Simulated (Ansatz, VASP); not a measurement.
**YTaSe3 in VASP and in Ansatz**

File INCAR:

```
SYSTEM = YTaSe3
ALGO     = Normal         ! electronic algorithm
EDIFF    = 1E-7           ! SCF threshold, eV
EDIFFG   = -0.01          ! ionic threshold
ENCUT    = 500            ! plane-wave cutoff, eV
GGA      = PE             ! functional
GGA_COMPAT= .False.      
IBRION   = 2              ! ionic algorithm
ISIF     = 3              ! what is computed and relaxed
ISMEAR   = 0              ! smearing method
LASPH    = .True.         ! aspherical terms in the spheres
LCHARG   = .False.        ! write CHGCAR
LREAL    = .False.        ! projectors in reciprocal space
LWAVE    = .False.        ! write WAVECAR
NELM     = 120            ! most SCF steps
NELMIN   = 4            
NSW      = 100            ! ionic steps
PREC     = Accurate       ! precision mode
SIGMA    = 0.1            ! smearing width, eV
```

File KPOINTS:

```
k-points
0
Gamma
  8 8 8
  0 0 0
```

Contents of POSCAR:

```
YTaSe3
1.0
    5.0173583375      0.0000000000      0.0000000000
    0.0000000000      5.0173583375      0.0000000000
    0.0000000000      0.0000000000      5.0173583375
Y Ta Se
1 1 3
Direct
    0.5000000000      0.5000000000      0.5000000000
    0.0000000000      0.0000000000      0.0000000000
    0.5000000000      0.0000000000      0.0000000000
    0.0000000000      0.5000000000      0.0000000000
    0.0000000000      0.0000000000      0.5000000000
```

Input for Ansatz:

```yaml
crystal:
  lattice:
    - [5.0173583375, 0.0, 0.0]
    - [0.0, 5.0173583375, 0.0]
    - [0.0, 0.0, 5.0173583375]
  atoms:
    - { symbol: "Y", position: [0.5, 0.5, 0.5] }
    - { symbol: Ta, position: [0.0, 0.0, 0.0] }
    - { symbol: Se, position: [0.5, 0.0, 0.0] }
    - { symbol: Se, position: [0.0, 0.5, 0.0] }
    - { symbol: Se, position: [0.0, 0.0, 0.5] }
basis:
  ecutwfc: 420
kpoints:
  mp_grid: { grid: [8, 8, 8] }
hamiltonian:
  xc: pbe
scf:
  occupations: { method: gaussian, width: 0.1 }
output:
  forces: true
  stress: true
  eigenvalues: true
  write_density: true
  write_potential: true
  elf: true
  volumetric_format: npy
relax:
  adjacent_minimum: "off"
  f_tol: 0.01
  max_steps: 80
  cell: { stress_tol: 0.05 }
```

Alike in both runs: task relaxation of cell and atoms; functional PBE; k mesh 8 × 8 × 8; occupations gaussian, width 0.1 eV; no spin polarisation.

|  | VASP | Ansatz |
| --- | --- | --- |
| version | VASP 6.6.1 | Ansatz 0.2.0 |
| potentials or method | VASP PAW PBE potentials, release 64 (Y_sv, Ta_pv, Se), cutoff 500 eV | scalar-relativistic, plane waves, PAW |
| valence electrons in the cell | 40 | 72 |

```tsv
	VASP	Ansatz	Ansatz less VASP
gap on the k mesh at the Fermi level, each at its own relaxed structure (eV)	none	none	-
relaxed volume (Å³/atom)	25.19	25.13	-0.052
relaxed length of the cell vector where the two differ most in proportion (Å)	5.012	5.009	-0.0035
```

A gap of «none» marks a metal or a gap that the smearing closes. VASP's potentials hold 40 valence electrons a cell and Ansatz's 72, so a difference there can come from the potentials and not from the codes.

Neither program's run includes spin-orbit coupling. Noted on VASP's run: too few bands were computed for a metal, which touches its energy and stress.
